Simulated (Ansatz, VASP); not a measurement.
**Two plane-wave programs on HfO2**

POSCAR

```
HfO2
1.0
    5.1150000000      0.0000000000      0.0000000000
    0.0000000000     -5.1150000000      0.0000000000
    0.0000000000      0.0000000000     -5.1150000000
Hf O
4 8
Direct
    0.0000000000      0.5000000000      0.5000000000
    0.5000000000      0.0000000000      0.5000000000
    0.5000000000      0.5000000000      0.0000000000
    0.0000000000      0.0000000000      0.0000000000
    0.2500000000      0.2500000000      0.2500000000
    0.7500000000      0.7500000000      0.2500000000
    0.7500000000      0.2500000000      0.7500000000
    0.2500000000      0.7500000000      0.7500000000
    0.7500000000      0.7500000000      0.7500000000
    0.2500000000      0.2500000000      0.7500000000
    0.2500000000      0.7500000000      0.2500000000
    0.7500000000      0.2500000000      0.2500000000
```

The input INCAR.step1:

```
PREC = Accurate ; ENCUT = 520
ISMEAR = 0 ; SIGMA = 0.05
LREAL = F ; LASPH = T
NELM = 60 ; NBANDS = 56
GGA = PE ; ALGO = Normal
EDIFF = 1E-4 ; LWAVE = T
LCHARG = F
```

The input INCAR.step2:

```
PREC = Accurate ; ENCUT = 520
EDIFF = 1E-7 ; ISMEAR = 0
SIGMA = 0.05 ; LREAL = F
LASPH = T ; NELM = 60
ALGO = Normal ; ISIF = 2
LWAVE = F ; LCHARG = F
METAGGA = R2SCAN ; LMIXTAU = T
NBANDS = 56 ; ISTART = 1
```

File KPOINTS:

```
regular mesh
0
Gamma
  6 6 6
```

Input for Ansatz:

```yaml
crystal:
  lattice:
    - [5.115, 0.0, 0.0]
    - [0.0, -5.115, 0.0]
    - [0.0, 0.0, -5.115]
  atoms:
    - { symbol: Hf, position: [0.0, 0.5, 0.5] }
    - { symbol: Hf, position: [0.5, 0.0, 0.5] }
    - { symbol: Hf, position: [0.5, 0.5, 0.0] }
    - { symbol: Hf, position: [0.0, 0.0, 0.0] }
    - { symbol: O, position: [0.25, 0.25, 0.25] }
    - { symbol: O, position: [0.75, 0.75, 0.25] }
    - { symbol: O, position: [0.75, 0.25, 0.75] }
    - { symbol: O, position: [0.25, 0.75, 0.75] }
    - { symbol: O, position: [0.75, 0.75, 0.75] }
    - { symbol: O, position: [0.25, 0.25, 0.75] }
    - { symbol: O, position: [0.25, 0.75, 0.25] }
    - { symbol: O, position: [0.75, 0.25, 0.25] }
basis:
  ecutwfc: 500
kpoints:
  mp_grid: { grid: [6, 6, 6] }
hamiltonian:
  xc: r2scan
scf:
  occupations: { method: gaussian, width: 0.05 }
output:
  forces: true
  stress: true
  eigenvalues: true
  write_density: true
  write_potential: true
  elf: true
  volumetric_format: npy
```

Alike in both runs: task single point; functional r2SCAN; k mesh 6 × 6 × 6; occupations gaussian, width 0.05 eV; no spin polarisation.

|  | VASP | Ansatz |
| --- | --- | --- |
| version | VASP 6.6.1 | Ansatz 0.2.0 |
| potentials or method | VASP PAW PBE potentials, release 64 (Hf_pv, O), cutoff 520 eV | scalar-relativistic, plane waves, PAW |
| valence electrons in the cell | 88 | 152 |

VASP gave:

- gap on the k mesh at the Fermi level (eV): 4.21
- least direct gap on the mesh (eV): 4.21
- pressure (GPa): -12.1

Estimate Ansatz's values.

gap on the k mesh at the Fermi level (eV): 4.21; least direct gap on the mesh (eV): 4.21; pressure (GPa): -8.4.

VASP's potentials were made for PBE, not for r2SCAN. VASP's potentials hold 88 valence electrons a cell and Ansatz's 152, so a difference there can come from the potentials and not from the codes.

Neither program's run includes spin-orbit coupling.
